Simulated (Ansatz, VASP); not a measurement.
**Two plane-wave programs on CaSe**

```
CELL_PARAMETERS angstrom
0.00000 2.95600 2.95600
2.95600 0.00000 2.95600
2.95600 2.95600 0.00000
ATOMIC_POSITIONS crystal
Ca 0.00000 0.00000 0.00000
Se 0.50000 0.50000 0.50000
```

Alike in both runs: task single point; functional PBE; k mesh 2 × 2 × 2; no spin polarisation.

|  | VASP | Ansatz |
| --- | --- | --- |
| version | VASP 6.6.1 | Ansatz 0.2.0 |
| potentials or method | VASP PAW PBE potentials, release 64 (Ca_sv, Se) | plane waves, PAW |
| plane-wave cutoff (eV) | 500 | 420 |
| occupations | gaussian, width 0.01 eV | fixed |
| valence electrons in the cell | 16 | 26 |

```csv
,VASP,Ansatz,Ansatz less VASP
gap on the k mesh at the Fermi level (eV),1.83,1.84,+0.012
```

VASP's potentials hold 16 valence electrons a cell and Ansatz's 26, so a difference there can come from the potentials and not from the codes.

The k mesh is coarse, so the values compare programs but aren't converged.
